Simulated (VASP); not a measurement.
# NbTe2 in VASP: single point with PBE

Aim: the single point of NbTe2 with PBE.

All numbers are computed with VASP 6.6.1; they aren't measurements. Logs are shortened: lines on timing, memory, paths and dates and some standing lists are left out, and cuts for length are marked.

## 1. The cell of the first run

The cell holds a sheet with vacuum, 3 atoms: a = 3.691 Å, b = 3.691 Å, c = 30.961 Å, α = 90.00°, β = 90.00°, γ = 120.00°.

## 2. Single point, PBE, collinear spin

Input file INCAR:

```
ALGO     = Normal         # electronic algorithm
DIPOL    = 0.5 0.5 0.291
EDIFF    = 1E-6           # SCF threshold, eV
ENCUT    = 520            # plane-wave cutoff, eV
GGA      = PE             # functional
IDIPOL   = 3            
ISIF     = 2              # what is computed and relaxed
ISMEAR   = 0              # smearing method
ISPIN    = 2              # spin polarisation
LASPH    = T              # aspherical terms in the spheres
LCHARG   = F              # write CHGCAR
LDIPOL   = T            
LMAXMIX  = 4              # l up to which the mixer works
LORBIT   = 11             # projections on sites
LREAL    = F              # projectors in reciprocal space
LWAVE    = F              # write WAVECAR
MAGMOM   = 0.48 0 0       # initial moments
NBANDS   = 24             # bands
NELM     = 150            # most SCF steps
PREC     = Accurate       # precision mode
SIGMA    = 0.1            # smearing width, eV
```

Input file KPOINTS:

```
k-points
0
Gamma
  12 12 1
```

Input file POSCAR:

```
NbTe2
1.0
    3.6910033675     -0.0000002887      0.0000000000
   -1.8455014338      3.1965028261      0.0000000000
    0.0000000000      0.0000000000     30.9606580000
Nb Te
1 2
Direct
    0.0000000000      0.0000000000      0.2909440000
    0.6666666667      0.3333333333      0.2312100000
    0.6666666667      0.3333333333      0.3506780000
```

Potentials or basis: VASP PAW PBE potentials, release 64 (Nb_sv, Te).

Launch:

```sh
$ cat potpaw_PBE.64/Nb_sv/POTCAR potpaw_PBE.64/Te/POTCAR > POTCAR
$ mpirun -np 1 vasp_std > vasp.out
```

OUTCAR:

```text
EDIFF = 1E-6
   ENCUT = 520
   GGA = PE
   ISIF = 2
   ISMEAR = 0
   ISPIN = 2
   LASPH = T
   LORBIT = 11
   LREAL = F
   NELM = 150
   PREC = Accurate

 ion  position               nearest neighbor table
   1  0.000  0.000  0.291-   3 2.82   2 2.82   3 2.82   2 2.82   3 2.82   2 2.82
   2  0.667  0.333  0.231-   1 2.82   1 2.82   1 2.82
   3  0.667  0.333  0.351-   1 2.82   1 2.82   1 2.82

  LATTYP: Found a hexagonal cell.
 ALAT       =     3.6910033675
 C/A-ratio  =     8.3881413582

  Lattice vectors:

 A1 = (   3.6910033675,  -0.0000002887,   0.0000000000)
 A2 = (  -1.8455014338,   3.1965028261,   0.0000000000)
 A3 = (   0.0000000000,   0.0000000000,  30.9606580000)

Analysis of symmetry for initial positions (statically):
=====================================================================
 Subroutine PRICEL returns:
 Original cell was already a primitive cell.

 Routine SETGRP: Setting up the symmetry group for a
 hexagonal supercell.

 Subroutine GETGRP returns: Found 12 space group operations
 (whereof  6 operations were pure point group operations)
 out of a pool of 24 trial point group operations.

The static configuration has the point symmetry C_3v.
 The point group associated with its full space group is D_3h.

Analysis of symmetry for dynamics (positions and initial velocities):
=====================================================================
 Subroutine PRICEL returns:
 Original cell was already a primitive cell.

 Routine SETGRP: Setting up the symmetry group for a
 hexagonal supercell.

 Subroutine GETGRP returns: Found 12 space group operations
 (whereof  6 operations were pure point group operations)
 out of a pool of 24 trial point group operations.

The dynamic configuration has the point symmetry C_3v.
 The point group associated with its full space group is D_3h.

Analysis of structural, dynamic, and magnetic symmetry:
=====================================================================
 Subroutine PRICEL returns:
 Original cell was already a primitive cell.

 Routine SETGRP: Setting up the symmetry group for a
 hexagonal supercell.

 Subroutine GETGRP returns: Found 12 space group operations
 (whereof  6 operations were pure point group operations)
 out of a pool of 24 trial point group operations.

The overall configuration has the point symmetry C_3v.
 The point group associated with its full space group is D_3h.

 Subroutine INISYM returns: Found 12 space group operations
 (whereof  6 operations are pure point group operations),
 and found     1 'primitive' translations

[... 122 lines left out ...]
 Gauss-broadening in eV      SIGMA  =   0.10
  energy-cutoff  :      520.00
  volume of cell :      365.28
 maximum number of plane-waves:      9879
 NGX is ok and might be reduce to    28
   NGX = 13   NGY = 13   NGZ =115

 dipolmoment           0.000000      0.000000     -0.000000 electrons x Angstroem

 number of electron      24.9999998 magnetization       0.6954122

 dipolmoment           0.000000      0.000000      0.000001 electrons x Angstroem

 Free energy of the ion-electron system (eV)
  ---------------------------------------------------
  ext. energy  EPLUGINS =         0.00000000
  ---------------------------------------------------
  free energy    TOTEN  =       -17.78897165 eV

  energy without entropy =      -17.77850199  energy(sigma->0) =      -17.78373682

 E-fermi :  -2.2933     XC(G=0):  -2.6417

 val. band max:       -2.2995690458   @ k =   0.0000   0.0000   0.0000
 cond. band min:      -2.2849457677   @ k =   0.4167   0.1667   0.0000
 fundamental gap:      0.0146232780
 Fermi energy:        -2.2932549360

 spin component 1

 k-point     1 :       0.0000    0.0000    0.0000
  band No.  band energies     occupation
      1     -57.4471      1.00000
      2     -33.5055      1.00000
      3     -33.5055      1.00000
      4     -33.4909      1.00000
      5     -14.2779      1.00000
      6     -13.3896      1.00000
[... 502 lines left out ...]
     23       6.7144      0.00000
     24       6.9527      0.00000
 Fermi energy:        -2.2932549360

 spin component 2

 k-point     1 :       0.0000    0.0000    0.0000
  band No.  band energies     occupation
      1     -57.1489      1.00000
      2     -33.1585      1.00000
      3     -33.1567      1.00000
      4     -33.1567      1.00000
      5     -14.2338      1.00000
      6     -13.3731      1.00000
[... 502 lines left out ...]
     23       6.8188      0.00000
     24       6.9760      0.00000

------------------------ aborting loop because EDIFF is reached ----------------------------------------

 vacuum level on the upper side and lower side of the slab       (xc-potential included)         0.003         0.003

  FORCE on cell =-STRESS in cart. coord.  units (eV):
  Direction    XX          YY          ZZ          XY          YZ          ZX
  --------------------------------------------------------------------------------------
  -------------------------------------------------------------------------------------
  Total       -0.0647836     -0.0647836     -0.0308027      0.0000000      0.0000000      0.0000000
  in kB       -0.2841489     -0.2841489     -0.1351046      0.0000000      0.0000000      0.0000000
  external PRESSURE =      -0.2344675 kB  Pullay stress =       0.0000000 kB

 VOLUME and BASIS-vectors are now :
 -----------------------------------------------------------------------------
  energy-cutoff  :      520.00
  volume of cell :      365.28
      direct lattice vectors                 reciprocal lattice vectors
     3.691003368 -0.000000289  0.000000000     0.270929053  0.156420933  0.000000000
    -1.845501434  3.196502826  0.000000000     0.000000024  0.312841909  0.000000000
     0.000000000  0.000000000 30.960658000     0.000000000  0.000000000  0.032299055

 POSITION                                       TOTAL-FORCE (eV/Angst)
 -----------------------------------------------------------------------------------
      0.00000      0.00000      9.00782        -0.000000     -0.000000      0.000000
      1.84550      1.06550      7.15841         0.000000      0.000000      0.004337
      1.84550      1.06550     10.85722         0.000000      0.000000     -0.004337
 -----------------------------------------------------------------------------------
    total drift:                               -0.000000      0.000000      0.000033

  FREE ENERGIE OF THE ION-ELECTRON SYSTEM (eV)
  ---------------------------------------------------
  free  energy   TOTEN  =       -17.7889716453 eV

  energy  without entropy=      -17.7785019909  energy(sigma->0) =      -17.78373682

 vacuum level on the upper side and lower side of the slab         2.742         2.742

 total charge

# of ion       s       p       d       tot
------------------------------------------
    1        2.144   5.996   2.415  10.555
    2        1.381   1.994   0.045   3.420
    3        1.381   1.994   0.045   3.420
--------------------------------------------------
tot          4.905   9.985   2.505  17.395

 magnetization (x)

# of ion       s       p       d       tot
------------------------------------------
    1        0.006   0.006   0.433   0.444
    2        0.000   0.002   0.004   0.006
    3        0.000   0.002   0.004   0.006
--------------------------------------------------
tot          0.007   0.010   0.440   0.456
```

OSZICAR:

```text
N       E                     dE             d eps       ncg     rms          rms(c)
DAV:   1     0.138446688319E+03    0.13845E+03   -0.10141E+04  2384   0.731E+02
DAV:   2    -0.115366475193E+01   -0.13960E+03   -0.13385E+03  2664   0.189E+02
DAV:   3    -0.181268055776E+02   -0.16973E+02   -0.16713E+02  3392   0.537E+01
[... 25 lines left out ...]
DAV:  29    -0.177889543389E+02   -0.28880E-04   -0.94076E-07  1720   0.494E-03    0.831E-04
DAV:  30    -0.177889637241E+02   -0.93851E-05   -0.28906E-07  1624   0.251E-03    0.504E-04
DAV:  31    -0.177889686558E+02   -0.49317E-05   -0.84377E-08  1720   0.130E-03    0.387E-04
DAV:  32    -0.177889706822E+02   -0.20265E-05   -0.26227E-08  1712   0.707E-04    0.243E-04
DAV:  33    -0.177889716453E+02   -0.96312E-06   -0.98348E-09  1632   0.490E-04
   1 F= -.17788972E+02 E0= -.17783737E+02  d E =-.104697E-01  mag=     0.6954
```

stdout:

```text
POSCAR found type information on POSCAR NbTe
 POSCAR found :  2 types and       3 ions
 scaLAPACK will be used
 LDA part: xc-table for (Slater+PW92), standard interpolation
 POSCAR, INCAR and KPOINTS ok, starting setup
 FFT: planning ... GRIDC
 FFT: planning ... GRID_SOFT
 FFT: planning ... GRID
 WAVECAR not read
 entering main loop
```

Run time: 18 min. Hardware: 1 thread of Oxide Virtual Turin-like, shared host; peak memory 0.71 GiB.

What came out:

```yaml
Free_energy: -17.7890 eV
Largest_force: 0.004 eV/Å
Net_moment: 0.70 μB per cell
Site_moments: Nb +0.44; Te +0.01 μB
Valence_electrons_inside_the_program's_atomic_spheres: Nb 10.55; Te 3.42
```

Forces in eV/Å, atoms in the order of the input:
```
Nb   0.000  0.000  0.000
Te   0.000  0.000  0.004
Te   0.000  0.000 -0.004
```

Levels at points of the mesh, in eV from the Fermi level:
Spin up:
```csv
k point,band 9,band 10,band 11,band 12,band 13,band 14,band 15,band 16,band 17,band 18
"(0.00, 0.00, 0.00)",-1.44,-1.41,-0.53,-0.53,-0.01,2.90,2.90,3.10,3.10,4.26
"(0.50, 0.00, 0.00)",-3.03,-1.94,-1.32,-0.53,-0.36,1.77,2.09,3.39,3.81,4.01
```
Spin down:
| k point | band 10 | band 11 | band 12 | band 13 | band 14 | band 15 |
| --- | --- | --- | --- | --- | --- | --- |
| (0.00, 0.00, 0.00) | -1.14 | -0.37 | -0.37 | 0.48 | 2.97 | 2.97 |
| (0.50, 0.00, 0.00) | -1.82 | -1.24 | -0.30 | -0.11 | 2.20 | 2.62 |

Caveat: a moment this small can come from the mesh or the smearing; spin-orbit coupling is left out, which moves the levels of the heavy elements.
